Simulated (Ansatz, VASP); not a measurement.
# One calculation of MgH, two programs

```xyz
2
Lattice="1.6298 -2.2516 0.0000 1.6298 2.2516 0.0000 0.0000 0.0000 4.4963" Properties=species:S:1:pos:R:3 pbc="T T T"
Mg    0.0000    0.0000    0.0000
H     1.6298    0.0000    2.2482
```

Change from the starting cell: species swapped into the BaSr type (Cmmm, No. 65).

Alike in both runs: task single point; functional PBE; k mesh 6 × 6 × 4; occupations gaussian, width 0.1 eV; no spin polarisation.

|  | VASP | Ansatz |
| --- | --- | --- |
| version | VASP 6.6.1 | Ansatz 0.2.0 |
| potentials or method | VASP PAW PBE potentials, release 64 (Mg, H), cutoff 520 eV | scalar-relativistic, plane waves, PAW |
| valence electrons in the cell | 3 | 11 |

|  | VASP | Ansatz | Ansatz less VASP |
| --- | --- | --- | --- |
| gap on the k mesh at the Fermi level (eV) | none | none | - |
| pressure (GPa) | -3.4 | -3.2 | +0.10 |
| traceless stress, the component that is largest in VASP (GPa) | -14.93 | -14.95 | -0.017 |

A gap of «none» marks a metal or a gap that the smearing closes. VASP's potentials hold 3 valence electrons a cell and Ansatz's 11, so a difference there can come from the potentials and not from the codes.

The k mesh is coarse, so the values compare programs but aren't converged.
